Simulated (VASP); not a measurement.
# BeGa2C2 (Cmmm) in VASP: further runs

Runs on BeGa2C2. Level: PBE. Tasks: single point.

Everything below comes from runs of VASP 6.6.1. Logs are shortened: lines on timing, memory, paths and dates and some standing lists are left out, and cuts for length are marked.

## 1. The cell of the first run

Symmetry: Cmmm, No. 65, orthorhombic system. Conventional cell: a = 3.379 Å, b = 6.637 Å, c = 7.410 Å, α = 90.00°, β = 90.00°, γ = 90.00°. Within 2.4 Å of Be (site symmetry mmm) lie 4 C at 1.81 Å. Ga (site symmetry mm2) has 1 C at 1.98 Å and 1 Ga at 2.17 Å within 2.6 Å. C (site symmetry mm2) has 1 C at 1.27 Å within 1.7 Å.

The cell was built from a structure type or drawn by symmetry, and may not be a known phase.

## 2. Single point, PBE

Input file INCAR:

```
SYSTEM = BeGa2C2
ALGO = Normal
EDIFF = 1E-6
ENCUT = 520
GGA = PE
ISIF = 2
ISMEAR = 0
LASPH = .TRUE.
LCHARG = .TRUE.
LELF = .TRUE.
LREAL = .FALSE.
LVHAR = .TRUE.
LWAVE = .FALSE.
NBANDS = 26
NELM = 80
PREC = Accurate
SIGMA = 0.1
```

Input file KPOINTS:

```
k-points
0
G
  6 6 4
  0 0 0
```

Input file POSCAR:

```
BeGa2C2
1.0
    1.6896969800     -3.3182875700      0.0000000000
    1.6896969800      3.3182875700      0.0000000000
    0.0000000000      0.0000000000      7.4098449200
Be Ga C
1 2 2
Direct
    0.5000000000      0.5000000000      0.0000000000
    0.0000000000      0.0000000000      0.6465579600
    0.0000000000      0.0000000000      0.3534420400
    0.0000000000      0.0000000000      0.0859099900
    0.0000000000      0.0000000000      0.9140900100
```

Potentials or basis: VASP PAW PBE potentials, release 64 (Be, Ga_d, C).

Launch:

```
cat potpaw_PBE.64/Be/POTCAR potpaw_PBE.64/Ga_d/POTCAR potpaw_PBE.64/C/POTCAR > POTCAR
mpirun -np 1 vasp_std > vasp.out
```

OUTCAR:

```text
SYSTEM = BeGa2C2
   EDIFF = 1E-6
   ENCUT = 520
   GGA = PE
   ISIF = 2
   ISMEAR = 0
   LASPH = .TRUE.
   LREAL = .FALSE.
   NELM = 80
   PREC = Accurate

 ion  position               nearest neighbor table
   1  0.500  0.500  0.000-   4 1.81   5 1.81   4 1.81   5 1.81
   2  0.000  0.000  0.647-   5 1.98   3 2.17
   3  0.000  0.000  0.353-   4 1.98   2 2.17
   4  0.000  0.000  0.086-   5 1.27   1 1.81   1 1.81   3 1.98
   5  0.000  0.000  0.914-   4 1.27   1 1.81   1 1.81   2 1.98

  LATTYP: Found a base centered orthorhombic cell.
 ALAT       =     3.3793939600
 B/A-ratio  =     1.9638358885
 C/A-ratio  =     2.1926549576

  Lattice vectors:

 A1 = (   1.6896969800,  -3.3182875700,   0.0000000000)
 A2 = (   1.6896969800,   3.3182875700,   0.0000000000)
 A3 = (   0.0000000000,   0.0000000000,   7.4098449200)

Analysis of symmetry for initial positions (statically):
=====================================================================
 Subroutine PRICEL returns:
 Original cell was already a primitive cell.

 Routine SETGRP: Setting up the symmetry group for a
 base centered orthorhombic supercell.

 Subroutine GETGRP returns: Found  8 space group operations
 (whereof  8 operations were pure point group operations)
 out of a pool of  8 trial point group operations.

The static configuration has the point symmetry D_2h.

Analysis of symmetry for dynamics (positions and initial velocities):
=====================================================================
 Subroutine PRICEL returns:
 Original cell was already a primitive cell.

 Routine SETGRP: Setting up the symmetry group for a
 base centered orthorhombic supercell.

 Subroutine GETGRP returns: Found  8 space group operations
 (whereof  8 operations were pure point group operations)
 out of a pool of  8 trial point group operations.

The dynamic configuration has the point symmetry D_2h.

 Subroutine INISYM returns: Found  8 space group operations
 (whereof  8 operations are pure point group operations),
 and found     1 'primitive' translations

----------------------------------------------------------------------------------------

                                     Primitive cell

  volume of cell :      83.0925

  direct lattice vectors                    reciprocal lattice vectors
     1.689696980 -3.318287570  0.000000000     0.295911046 -0.150680129  0.000000000
     1.689696980  3.318287570  0.000000000     0.295911046  0.150680129  0.000000000
     0.000000000  0.000000000  7.409844920     0.000000000  0.000000000  0.134955591

  length of vectors
     3.723722369  3.723722369  7.409844920     0.332066030  0.332066030  0.134955591

  position of ions in fractional coordinates (direct lattice)
     0.500000000  0.500000000  0.000000000
     0.000000000  0.000000000  0.646557960
     0.000000000  0.000000000  0.353442040
     0.000000000  0.000000000  0.085909990
     0.000000000  0.000000000  0.914090010

  ion indices of the primitive-cell ions
   primitive index   ion index
                 1           1
                 2           2
                 3           3
                 4           4
                 5           5

----------------------------------------------------------------------------------------

 KPOINTS: k-points

Automatic generation of k-mesh.
 Grid dimensions read from file:
 generate k-points for:    6    6    4

 Generating k-lattice:

  Cartesian coordinates                     Fractional coordinates (reciprocal lattice)
     0.049318508 -0.025113355  0.000000000     0.166666667 -0.000000000  0.000000000
     0.049318508  0.025113355  0.000000000    -0.000000000  0.166666667  0.000000000
     0.000000000  0.000000000  0.033738898     0.000000000  0.000000000  0.250000000

  Length of vectors
     0.055344338  0.055344338  0.033738898

  Shift w.r.t. Gamma in fractional coordinates (k-lattice)
     0.000000000  0.000000000  0.000000000

 Subroutine IBZKPT returns following result:
 ===========================================

 Found     39 irreducible k-points:

 Following reciprocal coordinates:
            Coordinates               Weight
  0.000000  0.000000  0.000000      1.000000
  0.166667  0.000000  0.000000      4.000000
  0.333333  0.000000  0.000000      4.000000
  0.500000  0.000000  0.000000      2.000000
  0.166667  0.166667  0.000000      2.000000
  0.333333  0.166667  0.000000      4.000000
[... 16 lines left out ...]
  0.333333  0.333333  0.250000      4.000000
  0.500000  0.333333  0.250000      8.000000
 [... further k-points ...]
   k-points           NKPTS =     39   k-points in BZ     NKDIM =     39   number of bands    NBANDS=     26
   number of dos      NEDOS =    301   number of ions     NIONS =      5
   total plane-waves  NPLWV =  43904
   dimension x,y,z NGX =    28 NGY =   28 NGZ =   56
   dimension x,y,z NGXF=    56 NGYF=   56 NGZF=  112
   ions per type =               1   2   2
[... 68 lines left out ...]
  band No.  band energies     occupation
      1     -13.6092      2.00000
      2     -12.2722      2.00000
      3     -11.9359      2.00000
      4     -11.9124      2.00000
      5     -11.7819      2.00000
      6     -11.7435      2.00000
[... 18 lines left out ...]
     25      10.1117      0.00000
     26      11.3338      0.00000

 k-point     2 :       0.1667    0.0000    0.0000
  band No.  band energies     occupation
      1     -13.5645      2.00000
      2     -12.2675      2.00000
      3     -11.9385      2.00000
      4     -11.9244      2.00000
      5     -11.7667      2.00000
      6     -11.7467      2.00000
[... 18 lines left out ...]
     25      10.4789      0.00000
     26      11.6999      0.00000

 k-point     3 :       0.3333    0.0000    0.0000
  band No.  band energies     occupation
      1     -13.4739      2.00000
      2     -12.2579      2.00000
      3     -11.9531      2.00000
      4     -11.9387      2.00000
      5     -11.7646      2.00000
      6     -11.7253      2.00000
[... 18 lines left out ...]
     25       9.7099      0.00000
     26      11.0724      0.00000

 k-point     4 :       0.5000    0.0000    0.0000
  band No.  band energies     occupation
      1     -13.4279      2.00000
      2     -12.2528      2.00000
      3     -11.9652      2.00000
      4     -11.9412      2.00000
      5     -11.7700      2.00000
      6     -11.7082      2.00000
[... 18 lines left out ...]
     25      10.1453      0.00000
     26      10.9437      0.00000

 k-point     5 :       0.1667    0.1667    0.0000
  band No.  band energies     occupation
      1     -13.5061      2.00000
      2     -12.2616      2.00000
      3     -11.9485      2.00000
      4     -11.9390      2.00000
      5     -11.7606      2.00000
      6     -11.7327      2.00000
[... 18 lines left out ...]
     25      10.0141      0.00000
     26      10.7101      0.00000

 k-point     6 :       0.3333    0.1667    0.0000
  band No.  band energies     occupation
      1     -13.4283      2.00000
      2     -12.2528      2.00000
      3     -11.9625      2.00000
      4     -11.9439      2.00000
      5     -11.7643      2.00000
      6     -11.7140      2.00000
[... 427 lines left out ...]
 k-point    21 :      -0.3333    0.1667    0.2500
  band No.  band energies     occupation
      1     -13.4432      2.00000
      2     -12.3387      2.00000
      3     -11.9488      2.00000
      4     -11.9244      2.00000
      5     -11.7685      2.00000
      6     -11.7346      2.00000
[... 18 lines left out ...]
     25       9.6228      0.00000
     26      10.4034      0.00000

 k-point    22 :      -0.1667    0.1667    0.2500
  band No.  band energies     occupation
      1     -13.5224      2.00000
      2     -12.3455      2.00000
      3     -11.9422      2.00000
      4     -11.9122      2.00000
      5     -11.7821      2.00000
      6     -11.7365      2.00000
[... 18 lines left out ...]
     25       9.1797      0.00000
     26       9.9660      0.00000

 k-point    23 :       0.3333    0.3333    0.2500
  band No.  band energies     occupation
      1     -13.3490      2.00000
      2     -12.3293      2.00000
      3     -11.9525      2.00000
      4     -11.9494      2.00000
      5     -11.7473      2.00000
      6     -11.7324      2.00000
[... 18 lines left out ...]
     25       9.7858      0.00000
     26      10.8961      0.00000

 k-point    24 :       0.5000    0.3333    0.2500
  band No.  band energies     occupation
      1     -13.3412      2.00000
      2     -12.3309      2.00000
      3     -11.9588      2.00000
      4     -11.9267      2.00000
      5     -11.7663      2.00000
      6     -11.7267      2.00000
[... 18 lines left out ...]
     25       9.6492      0.00000
     26      10.3997      0.00000

 [... further k-points ...]

------------------------ aborting loop because EDIFF is reached ----------------------------------------

  FORCE on cell =-STRESS in cart. coord.  units (eV):
  Direction    XX          YY          ZZ          XY          YZ          ZX
  --------------------------------------------------------------------------------------
  -------------------------------------------------------------------------------------
  Total       -5.3775333     -3.9655314     13.0528321     -0.0000000      0.0000000      0.0000000
  in kB     -103.6887706    -76.4627669    251.6827044     -0.0000000      0.0000000      0.0000000
  external PRESSURE =      23.8437223 kB  Pullay stress =       0.0000000 kB

 VOLUME and BASIS-vectors are now :
 -----------------------------------------------------------------------------
  energy-cutoff  :      520.00
  volume of cell :       83.09
      direct lattice vectors                 reciprocal lattice vectors
     1.689696980 -3.318287570  0.000000000     0.295911046 -0.150680129  0.000000000
     1.689696980  3.318287570  0.000000000     0.295911046  0.150680129  0.000000000
     0.000000000  0.000000000  7.409844920     0.000000000  0.000000000  0.134955591

 POSITION                                       TOTAL-FORCE (eV/Angst)
 -----------------------------------------------------------------------------------
      1.68970      0.00000      0.00000         0.000000     -0.000000      0.000000
      0.00000      0.00000      4.79089         0.000000      0.000000      2.734082
      0.00000      0.00000      2.61895        -0.000000      0.000000     -2.734082
      0.00000      0.00000      0.63658         0.000000      0.000000      4.732895
      0.00000      0.00000      6.77327         0.000000      0.000000     -4.732895
 -----------------------------------------------------------------------------------
    total drift:                               -0.000000      0.000000      0.000000

  FREE ENERGIE OF THE ION-ELECTRON SYSTEM (eV)
  ---------------------------------------------------
  free  energy   TOTEN  =       -22.8337560904 eV

  energy  without entropy=      -22.8215851089  energy(sigma->0) =      -22.82767060
```

Wall time 2.7 min (1 thread of Intel Xeon 8259CL, shared host); peak memory 0.24 GiB.

Results:

| Quantity | Value |
| --- | --- |
| Free energy | -22.8338 eV |
| Pressure | 2.4 GPa |
| Largest force | 4.733 eV/Å |
| Band gap on the k mesh | zero (bands 18 and 19 overlap by 2.82 eV) |

Forces on the atoms (eV/Å):
```
Be   0.000  0.000  0.000
Ga   0.000  0.000  2.734
Ga   0.000  0.000 -2.734
C    0.000  0.000  4.733
C    0.000  0.000 -4.733
```

Stress tensor (GPa, compression positive):
```
-10.37   0.00   0.00
  0.00  -7.65   0.00
  0.00   0.00  25.17
```

Caveat: forces of over 1 eV/Å act on the atoms, so gaps and moduli don't describe the material at rest.

## 3. Single point, PBE

This run uses another cell than the first one: it holds 10 atoms, not 5.

Input file INCAR:

```
PREC = Accurate ; ENCUT = 520
EDIFF = 1E-7 ; ISMEAR = 0
SIGMA = 0.2 ; LREAL = False
LASPH = True ; NELM = 60
ALGO = Normal ; ISIF = 2
LWAVE = False ; LCHARG = True
GGA = PE ; LELF = True
LVHAR = True ; NBANDS = 47
```

Input file KPOINTS:

```
regular mesh
0
Gamma
  8 4 4
```

Input file POSCAR:

```
BeGa2C2
1.0
   -1.6409775048     -2.4131543694      0.0000000000
    4.9229325143     -2.4131543694      0.0000000000
    0.0000000000      0.0000000000      8.3970005720
Be Ga C
2 4 4
Direct
    0.7500000000      0.2500000000      0.0000000000
    0.2500000000      0.7500000000      0.0000000000
    1.0000000000      0.0000000000      0.6726896818
    0.5000000000      0.5000000000      0.6726896818
    1.0000000000      0.0000000000      0.3273103182
    0.5000000000      0.5000000000      0.3273103182
    0.5000000000      0.5000000000      0.0797817560
    0.0000000000      0.0000000000      0.0797817560
    0.5000000000      0.5000000000      0.9202182440
    0.0000000000      0.0000000000      0.9202182440
```

Potentials or basis: VASP PAW PBE potentials, release 64 (Be, Ga_d, C).

Launch:

```
cat potpaw_PBE.64/Be/POTCAR potpaw_PBE.64/Ga_d/POTCAR potpaw_PBE.64/C/POTCAR > POTCAR
mpirun -np 1 vasp_std > vasp.out
```

Wall time 13 min (1 thread of Intel Xeon 8259CL, shared host); peak memory 0.4 GiB.

Results (log left out):

- Free energy: -49.4867 eV
- Pressure: 0.4 GPa
- Largest force: 0.137 eV/Å
- Band gap on the k mesh: zero (bands 36 and 37 overlap by 1.78 eV)

Forces in eV/Å, atoms in the order of the input:
```
Be   0.000  0.000  0.000
Be   0.000  0.000  0.000
Ga   0.000  0.000  0.054
Ga   0.000  0.000  0.054
Ga   0.000  0.000 -0.054
Ga   0.000  0.000 -0.054
C    0.000  0.000  0.137
C    0.000  0.000  0.137
C    0.000  0.000 -0.137
C    0.000  0.000 -0.137
```

Stress tensor (GPa, compression positive):
```
 0.77 -0.04  0.00
-0.04  0.43  0.00
 0.00  0.00 -0.06
```

Levels at points of the mesh, in eV from the Fermi level:
```csv
k point,band 34,band 35,band 36,band 37,band 38,band 39
"(0.00, 0.00, 0.00)",-2.44,-1.49,-0.73,0.41,2.77,3.23
"(0.50, 0.00, 0.00)",-2.12,-0.92,-0.92,-0.25,-0.25,1.23
"(0.00, 0.50, 0.00)",-2.51,-0.18,-0.18,2.42,2.42,3.95
"(0.50, 0.50, 0.00)",-2.09,-1.80,-1.45,-0.73,0.41,0.82
"(0.00, 0.00, 0.50)",-1.49,-1.09,-0.91,0.37,1.36,3.22
"(0.50, 0.00, 0.50)",-1.99,-0.65,-0.65,0.55,0.55,1.22
"(0.00, 0.50, 0.50)",-1.94,-0.24,-0.24,2.30,2.30,3.73
"(0.50, 0.50, 0.50)",-2.06,-1.08,-0.91,-0.47,0.36,0.86
```

## 4. Single point, PBE

This run uses another cell than the first one, of 13.30 Å³/atom.

Input file INCAR:

```
SYSTEM = BeGa2C2
PREC = Accurate ; ENCUT = 910
EDIFF = 1E-6 ; ISMEAR = 0
SIGMA = 0.1 ; LREAL = .FALSE.
LASPH = .TRUE. ; NELM = 120
ALGO = Normal ; ISIF = 2
LWAVE = .FALSE. ; LCHARG = .FALSE.
GGA = PE ; NBANDS = 26
GGA_COMPAT = .FALSE.
```

Input file KPOINTS:

```
Automatic mesh
0
G
  14 14 6
  0 0 0
```

Input file POSCAR:

```
BeGa2C2
1.0
    1.6409775048     -2.4131543694      0.0000000000
    1.6409775048      2.4131543694      0.0000000000
    0.0000000000      0.0000000000      8.3970005720
Be Ga C
1 2 2
Direct
    0.5000000000      0.5000000000      0.0000000000
    0.0000000000      0.0000000000      0.6726896818
    0.0000000000      0.0000000000      0.3273103182
    0.0000000000      0.0000000000      0.0797817560
    0.0000000000      0.0000000000      0.9202182440
```

Potentials or basis: VASP PAW PBE potentials, release 64 (Be, Ga_d, C_h).

Launch:

```
cat potpaw_PBE.64/Be/POTCAR potpaw_PBE.64/Ga_d/POTCAR potpaw_PBE.64/C_h/POTCAR > POTCAR
mpirun -np 1 vasp_std > vasp.out
```

Wall time 7.1 min (1 thread of Intel Xeon 6975P-C (Granite Rapids), shared host); peak memory 0.87 GiB.

The run converged. Its results:

```
Free energy            : -24.7987 eV
Pressure               : 0.0 GPa
Largest force          : 0.015 eV/Å
Band gap on the k mesh : zero (bands 18 and 19 overlap by 4.33 eV)
```

Forces in eV/Å, atoms in the order of the input:
```
Be   0.000  0.000  0.000
Ga   0.000  0.000 -0.007
Ga   0.000  0.000  0.007
C    0.000  0.000 -0.015
C    0.000  0.000  0.015
```

Levels at points of the mesh, in eV from the Fermi level:
| k point | band 15 | band 16 | band 17 | band 18 | band 19 | band 20 | band 21 | band 22 |
| --- | --- | --- | --- | --- | --- | --- | --- | --- |
| (0.00, 0.00, 0.00) | -5.23 | -4.73 | -1.53 | 2.74 | 3.18 | 4.90 | 5.80 | 5.89 |
| (0.50, 0.00, 0.00) | -3.60 | -2.81 | -2.67 | -2.45 | -0.75 | 0.39 | 3.59 | 3.61 |
| (0.50, 0.50, 0.00) | -5.19 | -2.11 | -1.81 | -1.47 | 0.80 | 1.34 | 1.97 | 4.02 |
| (0.00, 0.00, 0.50) | -5.26 | -2.74 | -1.53 | 1.34 | 3.17 | 4.88 | 5.33 | 7.30 |
| (0.50, 0.00, 0.50) | -3.96 | -3.53 | -2.79 | -1.10 | -0.94 | 0.34 | 3.48 | 3.68 |
| (0.50, 0.50, 0.50) | -5.05 | -2.74 | -2.07 | -0.48 | 0.84 | 1.26 | 1.82 | 4.04 |

Caveat: the cutoff is under 1.25 times the usual one of these potentials, so pressure, stress and relaxed cells hold a basis-set (Pulay) error.

## 5. Overview

| potentials or basis | cell | k mesh | cutoff (eV) | smearing | gap on the mesh (eV) | pressure (GPa) | largest force (eV/Å) |
| --- | --- | --- | --- | --- | --- | --- | --- |
| VASP PAW PBE potentials, release 64 (Be, Ga_d, C) | a = 3.724, b = 3.724, c = 7.410 Å, angles 90.0, 90.0, 126.0°, 5 atoms, atomic positions A | 6 × 6 × 4 | 520 | gaussian 0.1 eV | none | 2.4 | 4.73 |
| VASP PAW PBE potentials, release 64 (Be, Ga_d, C) | a = 2.918, b = 5.483, c = 8.397 Å, angles 90.0, 90.0, 98.1°, 10 atoms, atomic positions B | 8 × 4 × 4 | 520 | gaussian 0.2 eV | none | 0.4 | 0.14 |
| VASP PAW PBE potentials, release 64 (Be, Ga_d, C_h) | a = 2.918, b = 2.918, c = 8.397 Å, angles 90.0, 90.0, 111.6°, 5 atoms, atomic positions C | 14 × 14 × 6 | 910 | gaussian 0.1 eV | none | 0.0 | 0.02 |

Alike in all rows: task single point; level PBE; no spin polarisation.

Caveats: forces of over 1 eV/Å act on the atoms, so gaps and moduli don't describe the material at rest (at least some runs); the cutoff is under 1.25 times the usual one of these potentials, so pressure, stress and relaxed cells hold a basis-set (Pulay) error (at least some runs).

Total energies depend on the potentials used, so only differences within one code and one set of settings carry meaning.
